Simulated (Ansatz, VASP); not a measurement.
## Cu in VASP and in Ansatz

```
Cu
1.0
     0.00000    1.81467    1.81467
     1.81467    0.00000    1.81467
     1.81467    1.81467    0.00000
Cu
1
Direct
  0.00000 0.00000 0.00000
```

Alike in both runs: functional PBE; k mesh 36 × 36 × 36; occupations gaussian, width 0.1 eV; no spin polarisation.

Ansatz relaxed the structure, and its values are those at the end. VASP's run is a single point on that final structure, the one shown.

|  | VASP | Ansatz |
| --- | --- | --- |
| version | VASP 6.6.1 | Ansatz 0.2.0 |
| potentials or method | VASP PAW PBE potentials, release 64 (Cu) | scalar-relativistic, plane waves, PAW |
| plane-wave cutoff (eV) | 520 | 420 |
| valence electrons in the cell | 11 | 19 |

Ansatz gave:

| Property | Result |
| --- | --- |
| gap on the k mesh at the Fermi level (eV) | none |
| pressure (GPa) | 0.0 |

Problem. Estimate VASP's values.

Solution. gap on the k mesh at the Fermi level (eV): none; pressure (GPa): 0.5.

A gap of «none» marks a metal or a gap that the smearing closes. With one functional, cell and mesh, what is left measures potentials, basis and numerics. VASP's potentials hold 11 valence electrons a cell and Ansatz's 19, so a difference there can come from the potentials and not from the codes.
